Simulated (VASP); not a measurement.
A run of VASP 6.6.1 is set up as follows.

Contents of INCAR:

```
PREC = Accurate
ENCUT = 520
EDIFF = 1E-6
ISMEAR = 0
SIGMA = 0.1
LREAL = F
LASPH = T
NELM = 60
ALGO = Normal
ISIF = 2
LWAVE = F
LCHARG = F
GGA = PE
NBANDS = 18
```

KPOINTS

```
Automatic mesh
0
Gamma
  4 4 4
```

File POSCAR:

```
MgSi3N
1.0
    4.2381683936      0.0000000000      0.0000000000
    0.0000000000      4.2381683936      0.0000000000
    0.0000000000      0.0000000000      4.0029059199
Mg Si N
1 3 1
Direct
    0.0000000000      0.0000000000     -0.0084888876
    0.0000000000      0.5000000000      0.4795595943
    0.5000000000      0.0000000000      0.4795595943
    0.5000000000      0.5000000000      0.1319507548
    0.5000000000      0.5000000000      0.6900189642
```

Potentials or basis: VASP PAW PBE potentials, release 64 (Mg, Si, N).

The run is started by

```console
$ cat potpaw_PBE.64/Mg/POTCAR potpaw_PBE.64/Si/POTCAR potpaw_PBE.64/N/POTCAR > POTCAR
$ mpirun -np 1 vasp_std > vasp.out
```

Problem. Estimate the largest force.

Solution. 0.014 eV/Å.

Problem. Predict the pressure.

Solution. -0.1 GPa.

Forces in eV/Å, atoms in the order of the input:
```
Mg   0.000  0.000  0.009
Si   0.000  0.000 -0.012
Si   0.000  0.000 -0.012
Si   0.000  0.000  0.014
N    0.000  0.000  0.000
```

Caveat: the k points lie up to 0.39 Å⁻¹ apart.
